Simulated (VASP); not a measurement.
# As (Cmce) in VASP: relaxation of the atoms with PBE+D3(BJ)

Aim: the relaxation of the atoms of As with PBE+D3(BJ).

Everything below comes from runs of VASP 6.6.1. Logs are shortened: lines on timing, memory, paths and dates and some standing lists are left out, and cuts for length are marked.

## 1. The cell of the first run

The structure is orthorhombic, space group Cmce (No. 64). Conventional cell: a = 3.650 Å, b = 11.000 Å, c = 4.470 Å, α = 90.00°, β = 90.00°, γ = 90.00°. Within 3.4 Å of As (site symmetry m) lie 5 As at 2.48 to 3.32 Å.

## 2. Relaxation of the atoms, PBE+D3(BJ)

INCAR

```
  PREC = Accurate
  ENCUT = 450
  EDIFF = 1E-7
  ISMEAR = 0
  SIGMA = 0.1
  LREAL = False
  LASPH = True
  NELM = 120
  ALGO = Normal
  ISIF = 2
  LWAVE = False
  LCHARG = False
  GGA = PE
  IVDW = 12
  IBRION = 2
  NSW = 60
  EDIFFG = -0.01
  GGA_COMPAT = False
  NELMIN = 4
  KPAR = 4
```

KPOINTS

```
regular mesh
0
Gamma
  12 12 10
```

POSCAR

```
As
1.0
    1.8250000000     -5.5000000000      0.0000000000
    1.8250000000      5.5000000000      0.0000000000
    0.0000000000      0.0000000000      4.4700000000
As
4
Direct
    0.1100000000      0.8900000000      0.0600000000
    0.6100000000      0.3900000000      0.4400000000
    0.8900000000      0.1100000000      0.9400000000
    0.3900000000      0.6100000000      0.5600000000
```

Potentials or basis: VASP PAW PBE potentials, release 64 (As).

On the command line:

```console
$ cat potpaw_PBE.64/As/POTCAR > POTCAR
$ mpirun -np 4 vasp_std > vasp.out
```

OUTCAR:

```text
PREC = Accurate
   ENCUT = 450
   EDIFF = 1E-7
   ISMEAR = 0
   LREAL = False
   LASPH = True
   NELM = 120
   ISIF = 2
   GGA = PE
   IVDW = 12
   IBRION = 2
   NSW = 60
   EDIFFG = -0.01
   NELMIN = 4
 IVDW          = 12

 ion  position               nearest neighbor table
   1  0.110  0.890  0.060-   3 2.48   2 2.49   2 2.49
   2  0.610  0.390  0.440-   4 2.48   1 2.49   1 2.49
   3  0.890  0.110  0.940-   1 2.48   4 2.49   4 2.49
   4  0.390  0.610  0.560-   2 2.48   3 2.49   3 2.49

  LATTYP: Found a base centered orthorhombic cell.
 ALAT       =     3.6500000000
 B/A-ratio  =     3.0136986301
 C/A-ratio  =     1.2246575342

  Lattice vectors:

 A1 = (   1.8250000000,  -5.5000000000,   0.0000000000)
 A2 = (   1.8250000000,   5.5000000000,   0.0000000000)
 A3 = (   0.0000000000,   0.0000000000,   4.4700000000)

Analysis of symmetry for initial positions (statically):
=====================================================================
 Subroutine PRICEL returns:
 Original cell was already a primitive cell.

 Routine SETGRP: Setting up the symmetry group for a
 base centered orthorhombic supercell.

 Subroutine GETGRP returns: Found  8 space group operations
 (whereof  4 operations were pure point group operations)
 out of a pool of  8 trial point group operations.

The static configuration has the point symmetry C_2h.
 The point group associated with its full space group is D_2h.

Analysis of symmetry for dynamics (positions and initial velocities):
=====================================================================
 Subroutine PRICEL returns:
 Original cell was already a primitive cell.

 Routine SETGRP: Setting up the symmetry group for a
 base centered orthorhombic supercell.

 Subroutine GETGRP returns: Found  8 space group operations
 (whereof  4 operations were pure point group operations)
 out of a pool of  8 trial point group operations.

The dynamic configuration has the point symmetry C_2h.
 The point group associated with its full space group is D_2h.

 Subroutine INISYM returns: Found  8 space group operations
 (whereof  4 operations are pure point group operations),
 and found     1 'primitive' translations

----------------------------------------------------------------------------------------

                                     Primitive cell

  volume of cell :      89.7353

  direct lattice vectors                    reciprocal lattice vectors
     1.825000000 -5.500000000  0.000000000     0.273972603 -0.090909091  0.000000000
     1.825000000  5.500000000  0.000000000     0.273972603  0.090909091  0.000000000
     0.000000000  0.000000000  4.470000000     0.000000000  0.000000000  0.223713647

  length of vectors
     5.794879205  5.794879205  4.470000000     0.288661480  0.288661480  0.223713647

  position of ions in fractional coordinates (direct lattice)
     0.110000000  0.890000000  0.060000000
     0.610000000  0.390000000  0.440000000
     0.890000000  0.110000000  0.940000000
     0.390000000  0.610000000  0.560000000

  ion indices of the primitive-cell ions
   primitive index   ion index
                 1           1
                 2           2
                 3           3
                 4           4

----------------------------------------------------------------------------------------

 KPOINTS: regular mesh

Automatic generation of k-mesh.
 Grid dimensions read from file:
 generate k-points for:   12   12   10

 Generating k-lattice:

  Cartesian coordinates                     Fractional coordinates (reciprocal lattice)
     0.022831050 -0.007575758  0.000000000     0.083333333 -0.000000000  0.000000000
     0.022831050  0.007575758  0.000000000    -0.000000000  0.083333333  0.000000000
     0.000000000  0.000000000  0.022371365     0.000000000  0.000000000  0.100000000

  Length of vectors
     0.024055123  0.024055123  0.022371365

  Shift w.r.t. Gamma in fractional coordinates (k-lattice)
     0.000000000  0.000000000  0.000000000

 Subroutine IBZKPT returns following result:
 ===========================================

 Found    258 irreducible k-points:

 Following reciprocal coordinates:
            Coordinates               Weight
  0.000000  0.000000  0.000000      1.000000
  0.083333 -0.000000  0.000000      4.000000
  0.166667 -0.000000  0.000000      4.000000
  0.250000  0.000000  0.000000      4.000000
  0.333333 -0.000000  0.000000      4.000000
  0.416667 -0.000000  0.000000      4.000000
[... 16 lines left out ...]
  0.500000  0.166667  0.000000      4.000000
 -0.416667  0.166667  0.000000      4.000000
 [... further k-points ...]
   k-points           NKPTS =    258   k-points in BZ     NKDIM =    258   number of bands    NBANDS=     14
   number of dos      NEDOS =    301   number of ions     NIONS =      4
   total plane-waves  NPLWV =  51200
   dimension x,y,z NGX =    40 NGY =   40 NGZ =   32
   dimension x,y,z NGXF=    80 NGYF=   80 NGZF=   64
   ions per type =               4
   NGX,Y,Z   is equivalent  to a cutoff of  11.48, 11.48, 11.90 a.u.
   NGXF,Y,Z  is equivalent  to a cutoff of  22.95, 22.95, 23.80 a.u.
 SYSTEM =  unknown system
   PREC   = accura    normal or accurate (medium, high low for compatibility)
   ISTART =      0    job   : 0-new  1-cont  2-samecut
   ICHARG =      2    charge: 1-file 2-atom 10-const
   ISPIN  =      1    spin polarized calculation?
   LNONCOLLINEAR =      F non collinear calculations
   LSORBIT =      F    spin-orbit coupling
   LASPH  =      T    aspherical Exc in radial PAW
   ENCUT  =  450.0 eV  33.07 Ry    5.75 a.u.  10.02 10.02  7.73*2*pi/ulx,y,z
   NELM   =    120;   NELMIN=  4; NELMDL= -5     # of ELM steps
   EDIFF  = 0.1E-06   stopping-criterion for ELM
   LREAL  =      F    real-space projection
   EDIFFG = -.1E-01   stopping-criterion for IOM
   NSW    =     60    number of steps for IOM
   IBRION =      2    ionic relax: 0-MD 1-quasi-New 2-CG
   NFREE  =      1    steps in history (QN), initial steepest desc. (CG)
   ISIF   =      2    stress and relaxation
   ISYM   =      2    0-nonsym 1-usesym 2-fastsym
   POTIM  = 0.5000    time-step for ionic-motion
   TEBEG  =    0.0;   TEEND  =   0.0 temperature during run
   PSTRESS=    0.0 pullay stress
   NELECT =      20.0000    total number of electrons
   NUPDOWN=      -1.0000    fix difference up-down
   EMIN   =  10.00;   EMAX   =-10.00  energy-range for DOS
   EFERMI =   0.00;   METHOD = LEGACY
   ISMEAR =     0;   SIGMA  =   0.10  broadening in eV -4-tet -1-fermi 0-gaus
   EFERMI_NEDOS =   21; number of points for ismear=-14 and -15
   IALGO  =     38    algorithm
   IMIX   =      4    mixing-type and parameters
     AMIX     =   0.40;   BMIX     =  1.00
     AMIX_MAG =   1.60;   BMIX_MAG =  1.00
  volume/ion in A,a.u.               =      22.43       151.39
  Fermi-wavevector in a.u.,A,eV,Ry     =   0.992576  1.875697 13.404559  0.985207
  Thomas-Fermi vector in A             =   2.124398
   LORBIT       =      0    0 simple, 1 ext, 2 COOP (PROOUT), +10 PAW based schemes
   GGA     = PE    functional components
   LHFCALC =     F    Hartree Fock is set to
   AEXX    =    0.0000 exact exchange contribution
   IVDW    =    12    specifies the selected vdW correction
   LEPSILON=     F    determine dielectric tensor
   LRPA    =     F    only Hartree local field effects (RPA)
 conjugate gradient relaxation of ions
 non-spin polarized calculation
 Gauss-broadening in eV      SIGMA  =   0.10
  energy-cutoff  :      450.00
  volume of cell :       89.74
 maximum number of plane-waves:      1968
   NGX = 21   NGY = 21   NGZ = 15

--------------------------------------- Ionic step        1  -------------------------------------------

 number of electron      19.9999998 magnetization

 Free energy of the ion-electron system (eV)
  ---------------------------------------------------
  ext. energy  EPLUGINS =         0.00000000
  ---------------------------------------------------
  free energy    TOTEN  =       -18.54482347 eV

  energy without entropy =      -18.54348781  energy(sigma->0) =      -18.54415564

------------------------ aborting loop because EDIFF is reached ----------------------------------------

 Edisp (eV)   -1.60593

 E8    (eV) :    -0.6798

  FORCE on cell =-STRESS in cart. coord.  units (eV):
  Direction    XX          YY          ZZ          XY          YZ          ZX
  --------------------------------------------------------------------------------------
  -------------------------------------------------------------------------------------
  Total       0.71898     0.16849    -0.23375     0.00000     0.00000     0.00000
  in kB      12.83703     3.00829    -4.17340     0.00000     0.00000     0.00000
  external pressure =        3.89 kB  Pullay stress =        0.00 kB
[... 149 lines left out ...]
  energy  without entropy=      -20.1532790449  energy(sigma->0) =      -20.15405403

--------------------------------------- Ionic step        5  -------------------------------------------

 number of electron      19.9999998 magnetization

 Free energy of the ion-electron system (eV)
  ---------------------------------------------------
  ext. energy  EPLUGINS =         0.00000000
  ---------------------------------------------------
  free energy    TOTEN  =       -18.54871298 eV

  energy without entropy =      -18.54714851  energy(sigma->0) =      -18.54793075

 E-fermi :   4.8551     XC(G=0):  -9.7641

 val. band max:        4.8508326739   @ k =   0.4167   0.4167   0.1000
 cond. band min:       4.8707521122   @ k =  -0.1667   0.1667   0.4000
 fundamental gap:      0.0199194382
 Fermi energy:         4.8551448613

 k-point     1 :       0.0000    0.0000    0.0000
  band No.  band energies     occupation
      1      -9.9197      2.00000
      2      -7.2158      2.00000
      3      -4.4921      2.00000
      4      -1.2364      2.00000
      5      -1.2363      2.00000
      6       0.5415      2.00000
      7       1.8434      2.00000
      8       2.5602      2.00000
      9       2.9150      2.00000
     10       3.7577      2.00000
     11       6.7233      0.00000
     12       6.8911      0.00000
     13       7.3386      0.00000
     14       8.2742      0.00000
[... 375 lines left out ...]
 k-point    24 :      -0.4167    0.1667    0.0000
  band No.  band energies     occupation
      1      -9.1066      2.00000
      2      -7.0731      2.00000
      3      -5.3079      2.00000
      4      -2.6737      2.00000
      5       0.0959      2.00000
      6       0.7557      2.00000
      7       1.4178      2.00000
      8       2.1634      2.00000
      9       2.7125      2.00000
     10       4.0082      2.00000
     11       5.4651      0.00000
     12       6.6140      0.00000
     13       7.2709      0.00000
     14       7.8728      0.00000

 [... further k-points ...]

------------------------ aborting loop because EDIFF is reached ----------------------------------------

 Edisp (eV)   -1.60614

 E8    (eV) :    -0.6799

  FORCE on cell =-STRESS in cart. coord.  units (eV):
  Direction    XX          YY          ZZ          XY          YZ          ZX
  --------------------------------------------------------------------------------------
  -------------------------------------------------------------------------------------
  Total       0.59819    -0.52803    -0.37294     0.00000    -0.00000     0.00000
  in kB      10.68032    -9.42770    -6.65859     0.00000    -0.00000     0.00000
  external pressure =       -1.80 kB  Pullay stress =        0.00 kB
[... 19 lines left out ...]
  FREE ENERGIE OF THE ION-ELECTRON SYSTEM (eV)
  ---------------------------------------------------
  free  energy   TOTEN  =       -20.1548554761 eV

  energy  without entropy=      -20.1532910065  energy(sigma->0) =      -20.15407324

 reached required accuracy - stopping structural energy minimisation
```

Wall time 3.2 min (4 MPI ranks of Intel Xeon Platinum 8259CL at 2.50GHz (Skylake/Cascade Lake), shared host); peak memory 0.38 GiB.

What came out:

```yaml
Free_energy: -20.1549 eV
Energy_gained_by_relaxing: 1.0 meV/atom
Ionic_steps: 5
Pressure_after_relaxing: -0.2 GPa
Band_gap_on_the_k_mesh: zero (bands 10 and 11 overlap by 0.25 eV)
Dispersion_energy_per_atom: -0.402 eV
```

Forces on the atoms (eV/Å):
```
As   0.000 -0.001 -0.002
As   0.000 -0.001  0.002
As   0.000  0.001  0.002
As   0.000  0.001 -0.002
```

Stress tensor (GPa, compression positive):
```
 1.07  0.00  0.00
 0.00 -0.94  0.00
 0.00  0.00 -0.67
```

Step by step:
```
step  energy change (eV)  largest force (eV/Å)  pressure (GPa)
   1              0.0000                0.1667            0.39
   2             -0.0036                0.0585            0.04
   3             -0.0041                0.0159           -0.15
   4             -0.0041                0.0155           -0.14
   5             -0.0041                0.0021           -0.18
```

Final structure:
```
CELL_PARAMETERS angstrom
1.82500 -5.50000 0.00000
1.82500 5.50000 0.00000
0.00000 0.00000 4.47000
ATOMIC_POSITIONS crystal
As 0.11114 0.88886 0.05987
As 0.61114 0.38886 0.44013
As 0.88886 0.11114 0.94013
As 0.38886 0.61114 0.55987
```
